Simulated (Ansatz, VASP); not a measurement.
**One calculation of MgF2, two programs**

The input INCAR:

```
SYSTEM = MgF2
PREC = Accurate
ENCUT = 840
EDIFF = 1E-6
ISMEAR = 0
SIGMA = 0.02
LREAL = .False.
LASPH = .True.
NELM = 120
ALGO = Normal
ISIF = 2
LWAVE = .False.
LCHARG = .True.
LELF = .True.
LVHAR = .True.
NBANDS = 33
GGA_COMPAT = .False.
```

The input KPOINTS:

```
regular mesh
0
Gamma
  6 6 8
  0 0 0
```

Contents of POSCAR:

```
MgF2
1.0
    4.6975999886      0.0000000000      0.0000000000
    0.0000000000      4.6975999886      0.0000000000
    0.0000000000      0.0000000000      3.0930660367
Mg F
2 4
Direct
    0.0000000000      0.0000000000      0.0000000000
    0.5000000000      0.5000000000      0.5000000000
    0.3035644572      0.3035644572      0.0000000000
    0.1964355428      0.8035644572      0.5000000000
    0.6964355428      0.6964355428      0.0000000000
    0.8035644572      0.1964355428      0.5000000000
```

Input for Ansatz:

```yaml
crystal:
  lattice:
    - [4.6975999886, 0.0, 0.0]
    - [0.0, 4.6975999886, 0.0]
    - [0.0, 0.0, 3.0930660367]
  atoms:
    - { symbol: Mg, position: [0.0, 0.0, 0.0] }
    - { symbol: Mg, position: [0.5, 0.5, 0.5] }
    - { symbol: F, position: [0.3035644572, 0.3035644572, 0.0] }
    - { symbol: F, position: [0.1964355428, 0.8035644572, 0.5] }
    - { symbol: F, position: [0.6964355428, 0.6964355428, 0.0] }
    - { symbol: F, position: [0.8035644572, 0.1964355428, 0.5] }
kpoints:
  mp_grid: { grid: [6, 6, 8] }
hamiltonian:
  xc: lda
  pseudopotentials: { kind: paw, source: ansatz }
scf:
  occupations: { method: gaussian, width: 0.02 }
output:
  forces: true
  eigenvalues: true
  stress: true
```

Alike in both runs: task single point; functional LDA; k mesh 6 × 6 × 8; occupations gaussian, width 0.02 eV; no spin polarisation.

```csv
,VASP,Ansatz
version,VASP 6.6.1,Ansatz 0.2.0
potentials or method,"VASP PAW LDA potentials, release 64 (Mg_sv, F)","scalar-relativistic, plane waves"
plane-wave cutoff (eV),840,1050
valence electrons in the cell,48,48
```

Ansatz gave:

- gap on the k mesh at the Fermi level (eV): 6.48
- pressure (GPa): -8.1
- traceless stress, the component that is largest in VASP (GPa): -0.44
- rms of the force components (eV/Å): 0.040

Q: Which values does VASP return?

A: gap on the k mesh at the Fermi level (eV): 6.48; pressure (GPa): -8.1; traceless stress, the component that is largest in VASP (GPa): -0.30; rms of the force components (eV/Å): 0.035.

LDA's correlation is that of Perdew and Zunger in VASP and of Perdew and Wang (1992) in Ansatz. Atom by atom the forces differ by 0.005 eV/Å (rms over components).
